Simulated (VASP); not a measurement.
# Ta3N (P-3m1) in VASP: notebook

The runs below take Ta3N through single point, with PBE.

Program: VASP 6.6.1. These are calculated values, not measurements. Logs are shortened: lines on timing, memory, paths and dates and some standing lists are left out, and cuts for length are marked.

## (1) The cell of the first run

Symmetry: P-3m1, No. 164, trigonal system. The conventional cell has a = 2.991 Å, b = 2.991 Å, c = 7.422 Å, α = 90.00°, β = 90.00°, γ = 120.00°. Ta (site symmetry 3m) has 3 N at 2.16 Å within 2.9 Å. Within 3.9 Å of Ta (site symmetry -3m) lie 12 Ta at 2.97 to 2.99 Å and 2 N at 3.71 Å. Within 2.9 Å of N (site symmetry -3m) lie 6 Ta at 2.16 Å.

## (2) Single point, PBE

Input file INCAR:

```
PREC     = Accurate       # precision mode
ENCUT    = 520            # plane-wave cutoff, eV
EDIFF    = 1E-6           # SCF threshold, eV
ISMEAR   = -1             # smearing method
SIGMA    = 0.05           # smearing width, eV
LREAL    = F              # projectors in reciprocal space
LASPH    = T              # aspherical terms in the spheres
NELM     = 60             # most SCF steps
ALGO     = Normal         # electronic algorithm
ISIF     = 2              # what is computed and relaxed
LWAVE    = F              # write WAVECAR
LCHARG   = T              # write CHGCAR
GGA      = PE             # functional
LELF     = T              # ELF
LVHAR    = T            
NBANDS   = 27             # bands
```

Input file KPOINTS:

```
regular mesh
0
Gamma
  10 10 4
```

Input file POSCAR:

```
Ta3N
1.0
    2.9912429644      0.0000000000      0.0000000000
   -1.4956214823      2.5904923961      0.0000000000
    0.0000000000      0.0000000000      7.4224470073
Ta N
3 1
Direct
    0.6666666667      0.3333333333      0.8260700000
    0.3333333333      0.6666666667      0.1739300000
    0.0000000000      0.0000000000      0.5000000000
    0.0000000000      0.0000000000      0.0000000000
```

Potentials or basis: VASP PAW PBE potentials, release 64 (Ta_pv, N).

The run is started by

```console
> cat potpaw_PBE.64/Ta_pv/POTCAR potpaw_PBE.64/N/POTCAR > POTCAR
> mpirun -np 1 vasp_std > vasp.out
```

OUTCAR:

```text
PREC = Accurate
   ENCUT = 520
   EDIFF = 1E-6
   ISMEAR = -1
   LREAL = F
   LASPH = T
   NELM = 60
   ISIF = 2
   GGA = PE

 ion  position               nearest neighbor table
   1  0.667  0.333  0.826-   4 2.16   4 2.16   4 2.16   3 2.97   3 2.97   3 2.97   2 3.11   2 3.11
                             2 3.11
   2  0.333  0.667  0.174-   4 2.16   4 2.16   4 2.16   3 2.97   3 2.97   3 2.97   1 3.11   1 3.11
                             1 3.11
   3  0.000  0.000  0.500-   1 2.97   2 2.97   1 2.97   2 2.97   1 2.97   2 2.97
   4  0.000  0.000  0.000-   1 2.16   2 2.16   1 2.16   2 2.16   1 2.16   2 2.16

  LATTYP: Found a hexagonal cell.
 ALAT       =     2.9912429644
 C/A-ratio  =     2.4813922158

  Lattice vectors:

 A1 = (   2.9912429644,   0.0000000000,   0.0000000000)
 A2 = (  -1.4956214823,   2.5904923961,   0.0000000000)
 A3 = (   0.0000000000,   0.0000000000,   7.4224470073)

Analysis of symmetry for initial positions (statically):
=====================================================================
 Subroutine PRICEL returns:
 Original cell was already a primitive cell.

 Routine SETGRP: Setting up the symmetry group for a
 hexagonal supercell.

 Subroutine GETGRP returns: Found 12 space group operations
 (whereof 12 operations were pure point group operations)
 out of a pool of 24 trial point group operations.

The static configuration has the point symmetry D_3d.

Analysis of symmetry for dynamics (positions and initial velocities):
=====================================================================
 Subroutine PRICEL returns:
 Original cell was already a primitive cell.

 Routine SETGRP: Setting up the symmetry group for a
 hexagonal supercell.

 Subroutine GETGRP returns: Found 12 space group operations
 (whereof 12 operations were pure point group operations)
 out of a pool of 24 trial point group operations.

The dynamic configuration has the point symmetry D_3d.

 Subroutine INISYM returns: Found 12 space group operations
 (whereof 12 operations are pure point group operations),
 and found     1 'primitive' translations

----------------------------------------------------------------------------------------

                                     Primitive cell

  volume of cell :      57.5150

  direct lattice vectors                    reciprocal lattice vectors
     2.991242964  0.000000000  0.000000000     0.334309186  0.193013498  0.000000000
    -1.495621482  2.590492396  0.000000000     0.000000000  0.386026997  0.000000000
     0.000000000  0.000000000  7.422447007     0.000000000  0.000000000  0.134726459

  length of vectors
     2.991242964  2.991242964  7.422447007     0.386026997  0.386026997  0.134726459

  position of ions in fractional coordinates (direct lattice)
     0.666666667  0.333333333  0.826070000
     0.333333333  0.666666667  0.173930000
     0.000000000  0.000000000  0.500000000
     0.000000000  0.000000000  0.000000000

  ion indices of the primitive-cell ions
   primitive index   ion index
                 1           1
                 2           2
                 3           3
                 4           4

----------------------------------------------------------------------------------------

 KPOINTS: regular mesh

Automatic generation of k-mesh.
 Grid dimensions read from file:
 generate k-points for:   10   10    4

 Generating k-lattice:

  Cartesian coordinates                     Fractional coordinates (reciprocal lattice)
     0.033430919  0.019301350  0.000000000     0.100000000 -0.000000000  0.000000000
     0.000000000  0.038602700  0.000000000     0.000000000  0.100000000  0.000000000
     0.000000000  0.000000000  0.033681615     0.000000000  0.000000000  0.250000000

  Length of vectors
     0.038602700  0.038602700  0.033681615

  Shift w.r.t. Gamma in fractional coordinates (k-lattice)
     0.000000000  0.000000000  0.000000000

 Subroutine IBZKPT returns following result:
 ===========================================

 Found     50 irreducible k-points:

 Following reciprocal coordinates:
            Coordinates               Weight
  0.000000  0.000000  0.000000      1.000000
  0.100000  0.000000  0.000000      6.000000
  0.200000  0.000000  0.000000      6.000000
  0.300000 -0.000000  0.000000      6.000000
  0.400000  0.000000  0.000000      6.000000
  0.500000  0.000000  0.000000      3.000000
[... 16 lines left out ...]
  0.000000  0.400000  0.250000      6.000000
  0.500000  0.000000  0.250000      6.000000
 [... further k-points ...]
   k-points           NKPTS =     50   k-points in BZ     NKDIM =     50   number of bands    NBANDS=     27
   number of dos      NEDOS =    301   number of ions     NIONS =      4
   total plane-waves  NPLWV =  32256
   dimension x,y,z NGX =    24 NGY =   24 NGZ =   56
   dimension x,y,z NGXF=    48 NGYF=   48 NGZF=  112
   ions per type =               3   1
   NGX,Y,Z   is equivalent  to a cutoff of  13.34, 13.34, 12.54 a.u.
   NGXF,Y,Z  is equivalent  to a cutoff of  26.68, 26.68, 25.09 a.u.
 SYSTEM =  unknown system
   PREC   = accura    normal or accurate (medium, high low for compatibility)
   ISTART =      0    job   : 0-new  1-cont  2-samecut
   ICHARG =      2    charge: 1-file 2-atom 10-const
   ISPIN  =      1    spin polarized calculation?
   LNONCOLLINEAR =      F non collinear calculations
   LSORBIT =      F    spin-orbit coupling
   LASPH  =      T    aspherical Exc in radial PAW
   ENCUT  =  520.0 eV  38.22 Ry    6.18 a.u.   5.56  5.56 13.80*2*pi/ulx,y,z
   NELM   =     60;   NELMIN=  2; NELMDL= -5     # of ELM steps
   EDIFF  = 0.1E-05   stopping-criterion for ELM
   LREAL  =      F    real-space projection
   EDIFFG = 0.1E-04   stopping-criterion for IOM
   NSW    =      0    number of steps for IOM
   IBRION =     -1    ionic relax: 0-MD 1-quasi-New 2-CG
   NFREE  =      0    steps in history (QN), initial steepest desc. (CG)
   ISIF   =      2    stress and relaxation
   ISYM   =      2    0-nonsym 1-usesym 2-fastsym
   POTIM  = 0.5000    time-step for ionic-motion
   TEBEG  =    0.0;   TEEND  =   0.0 temperature during run
   PSTRESS=    0.0 pullay stress
   NELECT =      38.0000    total number of electrons
   NUPDOWN=      -1.0000    fix difference up-down
   EMIN   =  10.00;   EMAX   =-10.00  energy-range for DOS
   EFERMI =   0.00;   METHOD = LEGACY
   ISMEAR =    -1;   SIGMA  =   0.05  broadening in eV -4-tet -1-fermi 0-gaus
   EFERMI_NEDOS =   21; number of points for ismear=-14 and -15
   IALGO  =     38    algorithm
   IMIX   =      4    mixing-type and parameters
     AMIX     =   0.40;   BMIX     =  1.00
     AMIX_MAG =   1.60;   BMIX_MAG =  1.00
  volume/ion in A,a.u.               =      14.38        97.03
  Fermi-wavevector in a.u.,A,eV,Ry     =   1.425856  2.694477 27.661532  2.033065
  Thomas-Fermi vector in A             =   2.546195
   LORBIT       =      0    0 simple, 1 ext, 2 COOP (PROOUT), +10 PAW based schemes
   GGA     = PE    functional components
   LHFCALC =     F    Hartree Fock is set to
   AEXX    =    0.0000 exact exchange contribution
   IVDW    =     0    specifies the selected vdW correction
   LEPSILON=     F    determine dielectric tensor
   LRPA    =     F    only Hartree local field effects (RPA)
 non-spin polarized calculation
  energy-cutoff  :      520.00
  volume of cell :       57.51
 maximum number of plane-waves:      1600
 NGX is ok and might be reduce to    24
   NGX = 11   NGY = 11   NGZ = 27

 number of electron      37.9999996 magnetization

 Free energy of the ion-electron system (eV)
  ---------------------------------------------------
  ext. energy  EPLUGINS =         0.00000000
  ---------------------------------------------------
  free energy    TOTEN  =       -45.55428707 eV

  energy without entropy =      -45.52964996  energy(sigma->0) =      -45.54196852

 E-fermi :   7.0184     XC(G=0): -12.9002

 val. band max:        7.0180902745   @ k =   0.2000   0.2000   0.0000
 cond. band min:       7.0194224027   @ k =   0.1000   0.0000   0.5000
 fundamental gap:      0.0013321282
 Fermi energy:         7.0183596423

 k-point     1 :       0.0000    0.0000    0.0000
  band No.  band energies     occupation
      1     -28.1538      2.00000
      2     -27.8263      2.00000
      3     -27.4259      2.00000
      4     -27.4259      2.00000
      5     -27.3932      2.00000
      6     -27.3932      2.00000
[... 19 lines left out ...]
     26       9.4114      0.00000
     27      10.5882      0.00000

 k-point     2 :       0.1000    0.0000    0.0000
  band No.  band energies     occupation
      1     -28.1365      2.00000
      2     -27.8165      2.00000
      3     -27.5094      2.00000
      4     -27.4688      2.00000
      5     -27.4521      2.00000
      6     -27.4051      2.00000
[... 19 lines left out ...]
     26       9.8734      0.00000
     27      11.1312      0.00000

 k-point     3 :       0.2000    0.0000    0.0000
  band No.  band energies     occupation
      1     -28.1006      2.00000
      2     -27.8391      2.00000
      3     -27.6800      2.00000
      4     -27.6453      2.00000
      5     -27.5141      2.00000
      6     -27.4421      2.00000
[... 19 lines left out ...]
     26      10.6262      0.00000
     27      11.6158      0.00000

 k-point     4 :       0.3000   -0.0000    0.0000
  band No.  band energies     occupation
      1     -28.1241      2.00000
      2     -28.0279      2.00000
      3     -27.8426      2.00000
      4     -27.6686      2.00000
      5     -27.5856      2.00000
      6     -27.4917      2.00000
[... 19 lines left out ...]
     26      11.2493      0.00000
     27      11.8193      0.00000
[... 516 lines left out ...]
      4     -27.7258      2.00000
      5     -27.6365      2.00000
      6     -27.5386      2.00000
[... 19 lines left out ...]
     26      11.6117      0.00000
     27      11.6935      0.00000

 k-point    23 :       0.0000    0.4000    0.2500
  band No.  band energies     occupation
      1     -28.2841      2.00000
      2     -28.1828      2.00000
      3     -27.8735      2.00000
      4     -27.6440      2.00000
      5     -27.6380      2.00000
      6     -27.5368      2.00000
[... 19 lines left out ...]
     26      11.9273      0.00000
     27      12.4301      0.00000

 k-point    24 :       0.5000    0.0000    0.2500
  band No.  band energies     occupation
      1     -28.3521      2.00000
      2     -28.2424      2.00000
      3     -27.8583      2.00000
      4     -27.6819      2.00000
      5     -27.6578      2.00000
      6     -27.5539      2.00000
[... 19 lines left out ...]
     26      12.1411      0.00000
     27      12.9202      0.00000

 [... further k-points ...]
[... 5 lines left out ...]
  --------------------------------------------------------------------------------------
  -------------------------------------------------------------------------------------
  Total        3.6169283      3.6169283      4.1118886     -0.0000000     -0.0000000      0.0000000
  in kB      100.7556387    100.7556387    114.5435934     -0.0000000     -0.0000000      0.0000000
  external PRESSURE =     105.3516236 kB  Pullay stress =       0.0000000 kB

 VOLUME and BASIS-vectors are now :
 -----------------------------------------------------------------------------
  energy-cutoff  :      520.00
  volume of cell :       57.51
      direct lattice vectors                 reciprocal lattice vectors
     2.991242964  0.000000000  0.000000000     0.334309186  0.193013498  0.000000000
    -1.495621482  2.590492396  0.000000000     0.000000000  0.386026997  0.000000000
     0.000000000  0.000000000  7.422447007     0.000000000  0.000000000  0.134726459

 POSITION                                       TOTAL-FORCE (eV/Angst)
 -----------------------------------------------------------------------------------
      1.49562      0.86350      6.13146         0.000000      0.000000     -0.188098
     -0.00000      1.72699      1.29099        -0.000000     -0.000000      0.188098
      0.00000      0.00000      3.71122        -0.000000      0.000000      0.000000
      0.00000      0.00000      0.00000        -0.000000      0.000000      0.000000
 -----------------------------------------------------------------------------------
    total drift:                                0.000000     -0.000000      0.000000

  FREE ENERGIE OF THE ION-ELECTRON SYSTEM (eV)
  ---------------------------------------------------
  free  energy   TOTEN  =       -45.5542870739 eV

  energy  without entropy=      -45.5296499634  energy(sigma->0) =      -45.54196852
```

Run time: 50 s. Hardware: 1 thread of Intel Xeon 6975P-C (Granite Rapids), shared host; peak memory 0.21 GiB.

Results:

* Free energy: -45.5543 eV
* Pressure: 10.5 GPa
* Largest force: 0.188 eV/Å
* Band gap on the k mesh: zero (band 19 reaches 7.47 eV, above the bottom of band 20 at 6.77 eV)

Forces on the atoms (eV/Å):
```
Ta   0.000  0.000 -0.188
Ta   0.000  0.000  0.188
Ta   0.000  0.000  0.000
N    0.000  0.000  0.000
```

Levels at points of the mesh, in eV from the Fermi level:
| k point | band 15 | band 16 | band 17 | band 18 | band 19 | band 20 | band 21 | band 22 | band 23 | band 24 |
| --- | --- | --- | --- | --- | --- | --- | --- | --- | --- | --- |
| (0.00, 0.00, 0.00) | -3.67 | -1.36 | -0.52 | -0.52 | -0.34 | 0.26 | 0.26 | 0.96 | 1.94 | 1.94 |
| (0.50, 0.00, 0.00) | -3.94 | -3.25 | -1.17 | -0.53 | 0.19 | 0.70 | 0.98 | 3.66 | 4.25 | 4.60 |
| (0.00, 0.00, 0.50) | -3.76 | -1.31 | -1.17 | -0.29 | -0.29 | 0.55 | 0.55 | 1.26 | 1.32 | 1.32 |
| (0.50, 0.00, 0.50) | -3.81 | -3.05 | -1.32 | -1.31 | 0.22 | 1.00 | 1.29 | 2.52 | 4.61 | 4.70 |

Caveat: spin-orbit coupling is left out, which moves the levels of the heavy elements.

## (3) Single point, PBE

This run uses another cell than the first one, of 14.68 Å³/atom, 1.021 times its volume.

Input file INCAR:

```
PREC = Accurate ; ENCUT = 520
EDIFF = 1E-6 ; ISMEAR = -1
SIGMA = 0.05 ; LREAL = F
LASPH = T ; NELM = 80
ALGO = Normal ; ISIF = 2
LWAVE = F ; LCHARG = F
GGA = PE ; NBANDS = 27
```

Input file KPOINTS:

```
Automatic mesh
0
Gamma
  10 10 4
```

Input file POSCAR:

```
Ta3N
1.0
    3.0118728781      0.0000000000      0.0000000000
   -1.5059364391      2.6083584255      0.0000000000
    0.0000000000      0.0000000000      7.4736379147
Ta N
3 1
Direct
    0.6666666667      0.3333333333      0.8260700000
    0.3333333333      0.6666666667      0.1739300000
    0.0000000000      0.0000000000      0.5000000000
    0.0000000000      0.0000000000      0.0000000000
```

Potentials or basis: VASP PAW PBE potentials, release 64 (Ta_pv, N).

The run is started by

```console
> cat potpaw_PBE.64/Ta_pv/POTCAR potpaw_PBE.64/N/POTCAR > POTCAR
> mpirun -np 1 vasp_std > vasp.out
```

It took 61 s on 1 thread of Intel Xeon 6975P-C (Granite Rapids), shared host; peak memory 0.22 GiB.

Results (log left out):

```yaml
Free_energy: -45.6117 eV
Pressure: 4.8 GPa
Largest_force: 0.045 eV/Å
Band_gap_on_the_k_mesh: zero (band 19 reaches 7.25 eV, above the bottom of band 20 at 6.57 eV)
```

Forces on the atoms (eV/Å):
```
Ta   0.000  0.000 -0.045
Ta   0.000  0.000  0.045
Ta   0.000  0.000  0.000
N    0.000  0.000  0.000
```

Stress tensor (GPa, compression positive):
```
4.38 0.00 0.00
0.00 4.38 0.00
0.00 0.00 5.53
```

Levels at points of the mesh, in eV from the Fermi level:
| k point | band 15 | band 16 | band 17 | band 18 | band 19 | band 20 | band 21 | band 22 | band 23 | band 24 |
| --- | --- | --- | --- | --- | --- | --- | --- | --- | --- | --- |
| (0.00, 0.00, 0.00) | -3.61 | -1.38 | -0.49 | -0.49 | -0.33 | 0.27 | 0.27 | 0.94 | 1.89 | 1.89 |
| (0.50, 0.00, 0.00) | -3.85 | -3.19 | -1.18 | -0.52 | 0.18 | 0.69 | 0.92 | 3.57 | 4.12 | 4.48 |
| (0.00, 0.00, 0.50) | -3.76 | -1.28 | -1.15 | -0.27 | -0.27 | 0.54 | 0.54 | 1.23 | 1.29 | 1.29 |
| (0.50, 0.00, 0.50) | -3.75 | -2.98 | -1.33 | -1.28 | 0.18 | 0.97 | 1.26 | 2.46 | 4.49 | 4.57 |

Caveat: spin-orbit coupling is left out, which moves the levels of the heavy elements.

## (4) Single point, PBE

This run uses another cell than the first one, of 14.98 Å³/atom, 1.042 times its volume.

Input file INCAR:

```
SYSTEM = Ta3N
PREC     = Accurate       ! precision mode
ENCUT    = 520            ! plane-wave cutoff, eV
EDIFF    = 1E-7           ! SCF threshold, eV
ISMEAR   = -1             ! smearing method
SIGMA    = 0.05           ! smearing width, eV
LREAL    = .FALSE.        ! projectors in reciprocal space
LASPH    = .TRUE.         ! aspherical terms in the spheres
NELM     = 100            ! most SCF steps
ALGO     = Normal         ! electronic algorithm
ISIF     = 2              ! what is computed and relaxed
LWAVE    = .FALSE.        ! write WAVECAR
LCHARG   = .FALSE.        ! write CHGCAR
GGA      = PE             ! functional
NBANDS   = 27             ! bands
```

Input file KPOINTS:

```
Automatic mesh
0
G
  10 10 4
  0 0 0
```

Input file POSCAR:

```
Ta3N
1.0
    3.0322239879      0.0000000000      0.0000000000
   -1.5161119940      2.6259830035      0.0000000000
    0.0000000000      0.0000000000      7.5241370000
Ta N
3 1
Direct
    0.6666666667      0.3333333333      0.8260700000
    0.3333333333      0.6666666667      0.1739300000
    0.0000000000      0.0000000000      0.5000000000
    0.0000000000      0.0000000000      0.0000000000
```

The run is started by

```console
> cat potpaw_PBE.64/Ta_pv/POTCAR potpaw_PBE.64/N/POTCAR > POTCAR
> mpirun -np 1 vasp_std > vasp.out
```

It took 73 s on 1 thread of Intel Xeon 6975P-C (Granite Rapids), shared host; peak memory 0.21 GiB.

The run converged. Its results:

* Free energy: -45.6281 eV
* Pressure: -0.4 GPa
* Largest force: 0.084 eV/Å
* Band gap on the k mesh: zero (band 19 reaches 7.03 eV, above the bottom of band 20 at 6.38 eV)

Forces in eV/Å, atoms in the order of the input:
```
Ta   0.000  0.000  0.084
Ta   0.000  0.000 -0.084
Ta   0.000  0.000  0.000
N    0.000  0.000  0.000
```

Stress tensor (GPa, compression positive):
```
-0.76  0.00  0.00
 0.00 -0.76  0.00
 0.00  0.00  0.19
```

Levels at points of the mesh, in eV from the Fermi level:
| k point | band 16 | band 17 | band 18 | band 19 | band 20 | band 21 | band 22 | band 23 |
| --- | --- | --- | --- | --- | --- | --- | --- | --- |
| (0.00, 0.00, 0.00) | -1.40 | -0.47 | -0.47 | -0.31 | 0.27 | 0.27 | 0.93 | 1.85 |
| (0.50, 0.00, 0.00) | -3.12 | -1.19 | -0.51 | 0.17 | 0.69 | 0.86 | 3.48 | 4.01 |
| (0.00, 0.00, 0.50) | -1.25 | -1.13 | -0.25 | -0.25 | 0.54 | 0.54 | 1.21 | 1.27 |
| (0.50, 0.00, 0.50) | -2.91 | -1.34 | -1.25 | 0.15 | 0.93 | 1.24 | 2.41 | 4.38 |

Caveat: spin-orbit coupling is left out, which moves the levels of the heavy elements.

## (5) Overview

```csv
cell,gap on the mesh (eV),pressure (GPa),largest force (eV/Å)
"a = 2.991, b = 2.991, c = 7.422 Å, angles 90.0, 90.0, 120.0°, 4 atoms",none,10.5,0.19
"a = 3.012, b = 3.012, c = 7.474 Å, angles 90.0, 90.0, 120.0°, 4 atoms",none,4.8,0.04
"a = 3.032, b = 3.032, c = 7.524 Å, angles 90.0, 90.0, 120.0°, 4 atoms",none,-0.4,0.08
```

Alike in all rows: task single point; level PBE; potentials or basis VASP PAW PBE potentials, release 64 (Ta_pv, N); no spin polarisation; k mesh 10 × 10 × 4; cutoff (eV) 520; smearing fermi-dirac 0.05 eV.

Caveats: spin-orbit coupling is left out, which moves the levels of the heavy elements.

Absolute energies hang on the potentials; compare differences alone.
